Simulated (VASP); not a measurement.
# Al2Pt (Fm-3m) in VASP: a series of runs

The runs below take Al2Pt through single point, with LDA, PBEsol, PBE, r2SCAN.

Everything below comes from runs of VASP 6.6.1. Logs are shortened: lines on timing, memory, paths and dates and some standing lists are left out, and cuts for length are marked.

**1. The cell of the first run**

Symmetry: Fm-3m, No. 225, cubic system. Conventional cell: a = 5.853 Å, b = 5.853 Å, c = 5.853 Å, α = 90.00°, β = 90.00°, γ = 90.00°. Al (site symmetry -43m) has 4 Pt at 2.53 Å and 6 Al at 2.93 Å within 3.3 Å. Pt (site symmetry m-3m) has 8 Al at 2.53 Å within 3.3 Å.

**2. Single point, LDA**

File INCAR:

```
SYSTEM = Al2Pt
  PREC = Accurate
  ENCUT = 520
  EDIFF = 1E-7
  ISMEAR = -1
  SIGMA = 0.1
  LREAL = .FALSE.
  LASPH = .TRUE.
  NELM = 100
  ALGO = Normal
  ISIF = 2
  LWAVE = .FALSE.
  LCHARG = .FALSE.
  NBANDS = 15
```

File KPOINTS:

```
Automatic mesh
0
G
  9 9 9
  0 0 0
```

File POSCAR:

```
Al2Pt
1.0
    0.0000000000      2.9263090774      2.9263090774
    2.9263090774      0.0000000000      2.9263090774
    2.9263090774      2.9263090774      0.0000000000
Al Pt
2 1
Direct
    0.2500000000      0.2500000000      0.2500000000
    0.7500000000      0.7500000000      0.7500000000
    0.0000000000      0.0000000000      0.0000000000
```

Potentials or basis: VASP PAW LDA potentials, release 64 (Al, Pt).

On the command line:

```console
$ cat potpaw_LDA.64/Al/POTCAR potpaw_LDA.64/Pt/POTCAR > POTCAR
$ mpirun -np 1 vasp_std > vasp.out
```

OUTCAR:

```text
SYSTEM = Al2Pt
   PREC = Accurate
   ENCUT = 520
   EDIFF = 1E-7
   ISMEAR = -1
   LREAL = .FALSE.
   LASPH = .TRUE.
   NELM = 100
   ISIF = 2

 ion  position               nearest neighbor table
   1  0.250  0.250  0.250-   3 2.53   3 2.53   3 2.53   3 2.53   2 2.93   2 2.93   2 2.93   2 2.93
                             2 2.93   2 2.93
   2  0.750  0.750  0.750-   3 2.53   3 2.53   3 2.53   3 2.53   1 2.93   1 2.93   1 2.93   1 2.93
                             1 2.93   1 2.93
   3  0.000  0.000  0.000-   2 2.53   2 2.53   2 2.53   1 2.53   2 2.53   1 2.53   1 2.53   1 2.53

  LATTYP: Found a face centered cubic cell.
 ALAT       =     5.8526181548

  Lattice vectors:

 A1 = (   0.0000000000,   2.9263090774,   2.9263090774)
 A2 = (   2.9263090774,   0.0000000000,   2.9263090774)
 A3 = (   2.9263090774,   2.9263090774,   0.0000000000)

Analysis of symmetry for initial positions (statically):
=====================================================================
 Subroutine PRICEL returns:
 Original cell was already a primitive cell.

 Routine SETGRP: Setting up the symmetry group for a
 face centered cubic supercell.

 Subroutine GETGRP returns: Found 48 space group operations
 (whereof 48 operations were pure point group operations)
 out of a pool of 48 trial point group operations.

The static configuration has the point symmetry O_h .

Analysis of symmetry for dynamics (positions and initial velocities):
=====================================================================
 Subroutine PRICEL returns:
 Original cell was already a primitive cell.

 Routine SETGRP: Setting up the symmetry group for a
 face centered cubic supercell.

 Subroutine GETGRP returns: Found 48 space group operations
 (whereof 48 operations were pure point group operations)
 out of a pool of 48 trial point group operations.

The dynamic configuration has the point symmetry O_h .

 Subroutine INISYM returns: Found 48 space group operations
 (whereof 48 operations are pure point group operations),
 and found     1 'primitive' translations

----------------------------------------------------------------------------------------

                                     Primitive cell

  volume of cell :      50.1176

  direct lattice vectors                    reciprocal lattice vectors
     0.000000000  2.926309077  2.926309077    -0.170863701  0.170863701  0.170863701
     2.926309077  0.000000000  2.926309077     0.170863701 -0.170863701  0.170863701
     2.926309077  2.926309077  0.000000000     0.170863701  0.170863701 -0.170863701

  length of vectors
     4.138425985  4.138425985  4.138425985     0.295944612  0.295944612  0.295944612
[... 97 lines left out ...]
   EFERMI =   0.00;   METHOD = LEGACY
   ISMEAR =    -1;   SIGMA  =   0.10  broadening in eV -4-tet -1-fermi 0-gaus
   EFERMI_NEDOS =   21; number of points for ismear=-14 and -15
   IALGO  =     38    algorithm
   IMIX   =      4    mixing-type and parameters
     AMIX     =   0.40;   BMIX     =  1.00
     AMIX_MAG =   1.60;   BMIX_MAG =  1.00
  volume/ion in A,a.u.               =      16.71       112.74
  Fermi-wavevector in a.u.,A,eV,Ry     =   1.118883  2.114382 17.033119  1.251899
  Thomas-Fermi vector in A             =   2.255518
   LORBIT       =      0    0 simple, 1 ext, 2 COOP (PROOUT), +10 PAW based schemes
   GGA     = CA    functional components
   LHFCALC =     F    Hartree Fock is set to
   AEXX    =    0.0000 exact exchange contribution
   IVDW    =     0    specifies the selected vdW correction
   LEPSILON=     F    determine dielectric tensor
   LRPA    =     F    only Hartree local field effects (RPA)
 non-spin polarized calculation
  energy-cutoff  :      520.00
  volume of cell :       50.12
 maximum number of plane-waves:      1363
   NGX = 15   NGY = 15   NGZ = 15

 number of electron      15.9999999 magnetization

 Free energy of the ion-electron system (eV)
  ---------------------------------------------------
  ext. energy  EPLUGINS =         0.00000000
  ---------------------------------------------------
  free energy    TOTEN  =       -18.62297952 eV

  energy without entropy =      -18.58926811  energy(sigma->0) =      -18.60612381

 E-fermi :   8.1174     XC(G=0): -11.0145

 val. band max:        8.0672968460   @ k =   0.4444   0.3333   0.1111
 cond. band min:       8.1818013055   @ k =  -0.4444   0.2222   0.0000
 fundamental gap:      0.1145044596
 Fermi energy:         8.1174341302

 k-point     1 :       0.0000    0.0000    0.0000
  band No.  band energies     occupation
      1      -2.3664      2.00000
      2       2.8246      2.00000
      3       2.8246      2.00000
      4       2.8246      2.00000
      5       4.2242      2.00000
      6       4.2242      2.00000
      7      11.1018      0.00000
      8      11.9082      0.00000
      9      11.9082      0.00000
     10      11.9082      0.00000
     11      13.6254      0.00000
     12      13.6254      0.00000
     13      13.6254      0.00000
     14      14.4452      0.00000
[... 401 lines left out ...]
      2       1.8161      2.00000
      3       2.5882      2.00000
      4       4.0436      2.00000
      5       4.0436      2.00000
      6       4.7292      2.00000
      7       4.7560      2.00000
      8       6.5651      2.00000
      9       6.5651      2.00000
     10      11.3516      0.00000
     11      11.4857      0.00000
     12      16.2147      0.00000
     13      18.2823      0.00000
     14      18.2823      0.00000
     15      18.9391      0.00000

 [... further k-points ...]

------------------------ aborting loop because EDIFF is reached ----------------------------------------

  FORCE on cell =-STRESS in cart. coord.  units (eV):
  Direction    XX          YY          ZZ          XY          YZ          ZX
  --------------------------------------------------------------------------------------
  -------------------------------------------------------------------------------------
  Total        0.1365119      0.1365119      0.1365119      0.0000000      0.0000000      0.0000000
  in kB        4.3640590      4.3640590      4.3640590      0.0000000      0.0000000      0.0000000
  external PRESSURE =       4.3640590 kB  Pullay stress =       0.0000000 kB

 VOLUME and BASIS-vectors are now :
 -----------------------------------------------------------------------------
  energy-cutoff  :      520.00
  volume of cell :       50.12
      direct lattice vectors                 reciprocal lattice vectors
     0.000000000  2.926309077  2.926309077    -0.170863701  0.170863701  0.170863701
     2.926309077  0.000000000  2.926309077     0.170863701 -0.170863701  0.170863701
     2.926309077  2.926309077  0.000000000     0.170863701  0.170863701 -0.170863701

 POSITION                                       TOTAL-FORCE (eV/Angst)
 -----------------------------------------------------------------------------------
      1.46315      1.46315      1.46315        -0.000000     -0.000000     -0.000000
      4.38946      4.38946      4.38946         0.000000      0.000000      0.000000
      0.00000      0.00000      0.00000         0.000000      0.000000     -0.000000
 -----------------------------------------------------------------------------------
    total drift:                                0.000000     -0.000000      0.000000

  FREE ENERGIE OF THE ION-ELECTRON SYSTEM (eV)
  ---------------------------------------------------
  free  energy   TOTEN  =       -18.6229795173 eV

  energy  without entropy=      -18.5892681122  energy(sigma->0) =      -18.60612381
```

stdout:

```text
POSCAR found type information on POSCAR AlPt
 POSCAR found :  2 types and       3 ions
 scaLAPACK will be used
 LDA part: xc-table for (Slater(with rela. corr.)+CA(PZ))
 , standard interpolation
 POSCAR, INCAR and KPOINTS ok, starting setup
 FFT: planning ... GRIDC
 FFT: planning ... GRID_SOFT
 FFT: planning ... GRID
 WAVECAR not read
 entering main loop
```

Run time: 18 s. Hardware: 1 thread of Intel Xeon 8259CL, shared host; peak memory 0.17 GiB.

Results:

```
Free energy            : -18.6230 eV
Pressure               : 0.4 GPa
Band gap on the k mesh : zero (bands 8 and 9 overlap by 5.34 eV)
```

Levels at points of the mesh, in eV from the Fermi level:
```
           k point  band 5  band 6  band 7  band 8  band 9  band 10  band 11  band 12
(0.00, 0.00, 0.00)   -3.89   -3.89    2.98    3.79    3.79     3.79     5.51     5.51
```

Caveat: spin-orbit coupling is left out, which moves the levels of the heavy elements.

**3. Single point, PBEsol**

This run uses another cell than the first one, of 17.08 Å³/atom.

File INCAR:

```
SYSTEM = Al2Pt
ALGO = Normal
EDIFF = 1E-7
ENCUT = 520
GGA = PS
ISIF = 2
ISMEAR = -1
LASPH = .True.
LCHARG = .False.
LREAL = .False.
LWAVE = .False.
NBANDS = 15
NELM = 60
PREC = Accurate
SIGMA = 0.1
```

File KPOINTS:

```
k-points
0
Gamma
  9 9 9
  0 0 0
```

File POSCAR:

```
Al2Pt
1.0
    0.0000000000      2.9478642296      2.9478642296
    2.9478642296      0.0000000000      2.9478642296
    2.9478642296      2.9478642296      0.0000000000
Al Pt
2 1
Direct
    0.2500000000      0.2500000000      0.2500000000
    0.7500000000      0.7500000000      0.7500000000
    0.0000000000      0.0000000000      0.0000000000
```

Potentials or basis: VASP PAW PBE potentials, release 64 (Al, Pt).

On the command line:

```console
$ cat potpaw_PBE.64/Al/POTCAR potpaw_PBE.64/Pt/POTCAR > POTCAR
$ mpirun -np 1 vasp_std > vasp.out
```

It took 25 s on 1 thread of Intel Xeon 8259CL, shared host; peak memory 0.19 GiB.

It converged, with:

* Free energy: -17.7903 eV
* Pressure: 0.0 GPa
* Band gap on the k mesh: zero (bands 8 and 9 overlap by 5.27 eV)

Levels at points of the mesh, in eV from the Fermi level:
| k point | band 6 | band 7 | band 8 | band 9 | band 10 | band 11 |
| --- | --- | --- | --- | --- | --- | --- |
| (0.00, 0.00, 0.00) | -3.78 | 2.99 | 3.74 | 3.74 | 3.74 | 5.41 |

Caveat: the PAW data sets were made with another functional, which shifts forces and pressure a little; spin-orbit coupling is left out, which moves the levels of the heavy elements.

**4. Single point, PBE**

This run uses another cell than the first one, of 17.51 Å³/atom.

File INCAR:

```
ALGO = Normal
EDIFF = 1E-7
ENCUT = 520
GGA = PE
ISIF = 2
ISMEAR = -1
LASPH = True
LCHARG = False
LREAL = False
LWAVE = False
NBANDS = 15
NELM = 60
PREC = Accurate
SIGMA = 0.1
```

File KPOINTS:

```
k-points
0
Gamma
  9 9 9
```

File POSCAR:

```
Al2Pt
1.0
    0.0000000000      2.9727787011      2.9727787011
    2.9727787011      0.0000000000      2.9727787011
    2.9727787011      2.9727787011      0.0000000000
Al Pt
2 1
Direct
    0.2500000000      0.2500000000      0.2500000000
    0.7500000000      0.7500000000      0.7500000000
    0.0000000000      0.0000000000      0.0000000000
```

On the command line:

```console
$ cat potpaw_PBE.64/Al/POTCAR potpaw_PBE.64/Pt/POTCAR > POTCAR
$ mpirun -np 1 vasp_std > vasp.out
```

Wall time 29 s (1 thread of Intel Xeon 8259CL, shared host); peak memory 0.18 GiB.

It converged, with:

```
Free energy            : -16.2793 eV
Pressure               : -0.1 GPa
Band gap on the k mesh : zero (bands 8 and 9 overlap by 5.23 eV)
```

Levels at points of the mesh, in eV from the Fermi level:
| k point | band 5 | band 6 | band 7 | band 8 | band 9 | band 10 | band 11 | band 12 |
| --- | --- | --- | --- | --- | --- | --- | --- | --- |
| (0.00, 0.00, 0.00) | -3.68 | -3.68 | 2.76 | 3.75 | 3.75 | 3.75 | 5.25 | 5.25 |

Caveat: spin-orbit coupling is left out, which moves the levels of the heavy elements.

**5. Single point, r2SCAN**

This run uses another cell than the first one, of 17.14 Å³/atom.

File POSCAR:

```
Al2Pt
1.0
    0.0000000000      2.9514026109      2.9514026109
    2.9514026109      0.0000000000      2.9514026109
    2.9514026109      2.9514026109      0.0000000000
Al Pt
2 1
Direct
    0.2500000000      0.2500000000      0.2500000000
    0.7500000000      0.7500000000      0.7500000000
    0.0000000000      0.0000000000      0.0000000000
```

File INCAR.step1:

```
PREC = Accurate ; ENCUT = 520
ISMEAR = -1 ; SIGMA = 0.1
LREAL = F ; LASPH = T
NELM = 80 ; NBANDS = 15
GGA = PE ; ALGO = Normal
EDIFF = 1E-4 ; LWAVE = T
LCHARG = F
```

File INCAR.step2:

```
PREC = Accurate ; ENCUT = 520
EDIFF = 1E-6 ; ISMEAR = -1
SIGMA = 0.1 ; LREAL = F
LASPH = T ; NELM = 80
ALGO = Normal ; ISIF = 2
LWAVE = F ; LCHARG = F
METAGGA = R2SCAN ; LMIXTAU = T
NBANDS = 15 ; ISTART = 1
```

File KPOINTS:

```
regular mesh
0
Gamma
  9 9 9
```

Potentials or basis: VASP PAW PBE potentials, release 64 (Al, Pt).

On the command line:

```console
$ cat potpaw_PBE.64/Al/POTCAR potpaw_PBE.64/Pt/POTCAR > POTCAR
$ cp INCAR.step1 INCAR
$ mpirun -np 1 vasp_std > vasp.out
$ cp INCAR.step2 INCAR
$ mpirun -np 1 vasp_std > vasp.out
```

OUTCAR:

```text
PREC = Accurate
   ENCUT = 520
   EDIFF = 1E-6
   ISMEAR = -1
   LREAL = F
   LASPH = T
   NELM = 80
   ISIF = 2
   METAGGA = R2SCAN
   ISTART = 1

 ion  position               nearest neighbor table
   1  0.250  0.250  0.250-   3 2.56   3 2.56   3 2.56   3 2.56   2 2.95   2 2.95   2 2.95   2 2.95
                             2 2.95   2 2.95
   2  0.750  0.750  0.750-   3 2.56   3 2.56   3 2.56   3 2.56   1 2.95   1 2.95   1 2.95   1 2.95
                             1 2.95   1 2.95
   3  0.000  0.000  0.000-   2 2.56   2 2.56   1 2.56   1 2.56   2 2.56   1 2.56   2 2.56   1 2.56

  LATTYP: Found a face centered cubic cell.
 ALAT       =     5.9028052218

  Lattice vectors:

 A1 = (   0.0000000000,   2.9514026109,   2.9514026109)
 A2 = (   2.9514026109,   0.0000000000,   2.9514026109)
 A3 = (   2.9514026109,   2.9514026109,   0.0000000000)

Analysis of symmetry for initial positions (statically):
=====================================================================
 Subroutine PRICEL returns:
 Original cell was already a primitive cell.

 Routine SETGRP: Setting up the symmetry group for a
 face centered cubic supercell.

[... 176 lines left out ...]
      1      -2.9353      2.00000
      2       2.4933      2.00000
      3       2.4933      2.00000
      4       2.4933      2.00000
      5       3.9131      2.00000
      6       3.9131      2.00000
      7      11.5381      0.00000
      8      11.8118      0.00000
      9      11.8118      0.00000
     10      11.8118      0.00000
     11      13.6393      0.00000
     12      13.6393      0.00000
     13      13.6393      0.00000
     14      14.7545      0.00000
[... 401 lines left out ...]
      2       1.5051      2.00000
      3       2.2405      2.00000
      4       3.7653      2.00000
      5       3.7653      2.00000
      6       4.4291      2.00000
      7       4.4372      2.00000
      8       6.2794      2.00000
      9       6.2794      2.00000
     10      11.4134      0.00000
     11      11.5889      0.00000
     12      16.3418      0.00000
     13      18.7549      0.00000
     14      18.7549      0.00000
     15      19.5518      0.00000

 [... further k-points ...]
[... 5 lines left out ...]
  --------------------------------------------------------------------------------------
  -------------------------------------------------------------------------------------
  Total       -0.0536908     -0.0536908     -0.0536908     -0.0000000     -0.0000000      0.0000000
  in kB       -1.6729976     -1.6729976     -1.6729976     -0.0000000     -0.0000000      0.0000000
  external PRESSURE =      -1.6729976 kB  Pullay stress =       0.0000000 kB

 VOLUME and BASIS-vectors are now :
 -----------------------------------------------------------------------------
  energy-cutoff  :      520.00
  volume of cell :       51.42
      direct lattice vectors                 reciprocal lattice vectors
     0.000000000  2.951402611  2.951402611    -0.169410977  0.169410977  0.169410977
     2.951402611  0.000000000  2.951402611     0.169410977 -0.169410977  0.169410977
     2.951402611  2.951402611  0.000000000     0.169410977  0.169410977 -0.169410977

 POSITION                                       TOTAL-FORCE (eV/Angst)
 -----------------------------------------------------------------------------------
      1.47570      1.47570      1.47570         0.000000     -0.000000     -0.000000
      4.42710      4.42710      4.42710        -0.000000      0.000000      0.000000
      0.00000      0.00000      0.00000         0.000000     -0.000000     -0.000000
 -----------------------------------------------------------------------------------
    total drift:                                0.000000     -0.000000      0.000000

  FREE ENERGIE OF THE ION-ELECTRON SYSTEM (eV)
  ---------------------------------------------------
  free  energy   TOTEN  =       -67.9330798718 eV

  energy  without entropy=      -67.9011465540  energy(sigma->0) =      -67.91711321
```

Wall time 1.7 min (1 thread of Intel Xeon 8259CL, shared host); peak memory 0.2 GiB.

What came out:

```
Free energy            : -67.9331 eV
Pressure               : -0.2 GPa
Band gap on the k mesh : zero (bands 8 and 9 overlap by 5.53 eV)
```

Levels at points of the mesh, in eV from the Fermi level:
| k point | band 4 | band 5 | band 6 | band 7 | band 8 | band 9 | band 10 | band 11 | band 12 | band 13 |
| --- | --- | --- | --- | --- | --- | --- | --- | --- | --- | --- |
| (0.00, 0.00, 0.00) | -5.40 | -3.98 | -3.98 | 3.64 | 3.92 | 3.92 | 3.92 | 5.74 | 5.74 | 5.74 |

Caveat: the PAW data sets were made with another functional, which shifts forces and pressure a little; spin-orbit coupling is left out, which moves the levels of the heavy elements.

**6. Single point, r2SCAN**

This run uses another cell than the first one, of 16.11 Å³/atom.

File POSCAR:

```
Al2Pt
1.0
    0.0000000000      2.8911530000      2.8911530000
    2.8911530000      0.0000000000      2.8911530000
    2.8911530000      2.8911530000      0.0000000000
Al Pt
2 1
Direct
    0.2500000000      0.2500000000      0.2500000000
    0.7500000000      0.7500000000      0.7500000000
    0.0000000000      0.0000000000      0.0000000000
```

File INCAR.step1:

```
PREC = Accurate
ENCUT = 520
ISMEAR = -1
SIGMA = 0.1
LREAL = False
LASPH = True
NELM = 100
NBANDS = 15
GGA = PE
ALGO = Normal
EDIFF = 1E-4
LWAVE = True
LCHARG = False
```

File INCAR.step2:

```
PREC = Accurate
ENCUT = 520
EDIFF = 1E-6
ISMEAR = -1
SIGMA = 0.1
LREAL = False
LASPH = True
NELM = 100
ALGO = Normal
ISIF = 2
LWAVE = False
LCHARG = True
METAGGA = R2SCAN
LMIXTAU = True
LELF = True
LVHAR = True
NBANDS = 15
ISTART = 1
```

File KPOINTS:

```
regular mesh
0
Gamma
  10 10 10
```

Potentials or basis: VASP PAW PBE potentials, release 64 (Al, Pt).

On the command line:

```console
$ cat potpaw_PBE.64/Al/POTCAR potpaw_PBE.64/Pt/POTCAR > POTCAR
$ cp INCAR.step1 INCAR
$ mpirun -np 1 vasp_std > vasp.out
$ cp INCAR.step2 INCAR
$ mpirun -np 1 vasp_std > vasp.out
```

Run time: 3.5 min. Hardware: 1 thread of Intel Xeon 8259CL, shared host; peak memory 0.19 GiB.

It converged, with:

```
Free energy            : -67.8419 eV
Pressure               : 9.9 GPa
Band gap on the k mesh : zero (bands 8 and 9 overlap by 5.86 eV)
```

Levels at points of the mesh, in eV from the Fermi level:
```tsv
k point	band 6	band 7	band 8	band 9	band 10	band 11
(0.00, 0.00, 0.00)	-4.21	4.02	4.02	4.02	4.22	6.18
(0.50, 0.00, 0.00)	-3.92	-3.92	1.04	1.04	4.47	5.83
(0.50, 0.50, 0.00)	-3.84	-3.60	-1.84	-1.84	3.84	4.04
```

Caveat: the cell stands under pressure; the PAW data sets were made with another functional, which shifts forces and pressure a little; spin-orbit coupling is left out, which moves the levels of the heavy elements.

**7. The runs side by side**

```tsv
level	potentials or basis	cell	k mesh	gap on the mesh (eV)	pressure (GPa)
LDA	VASP PAW LDA potentials, release 64 (Al, Pt)	a = 4.138 Å, angles 60.0°, 3 atoms	9 × 9 × 9	none	0.4
PBEsol	VASP PAW PBE potentials, release 64 (Al, Pt)	a = 4.169 Å, angles 60.0°, 3 atoms	9 × 9 × 9	none	0.0
PBE	VASP PAW PBE potentials, release 64 (Al, Pt)	a = 4.204 Å, angles 60.0°, 3 atoms	9 × 9 × 9	none	-0.1
r2SCAN	VASP PAW PBE potentials, release 64 (Al, Pt)	a = 4.174 Å, angles 60.0°, 3 atoms	9 × 9 × 9	none	-0.2
r2SCAN	VASP PAW PBE potentials, release 64 (Al, Pt)	a = 4.089 Å, angles 60.0°, 3 atoms	10 × 10 × 10	none	9.9
```

Alike in all rows: task single point; no spin polarisation; cutoff (eV) 520; smearing fermi-dirac 0.1 eV.

Caveats: spin-orbit coupling is left out, which moves the levels of the heavy elements; the PAW data sets were made with another functional, which shifts forces and pressure a little (at least some runs); the cell stands under pressure (at least some runs).

Absolute energies hang on the potentials; compare differences alone.
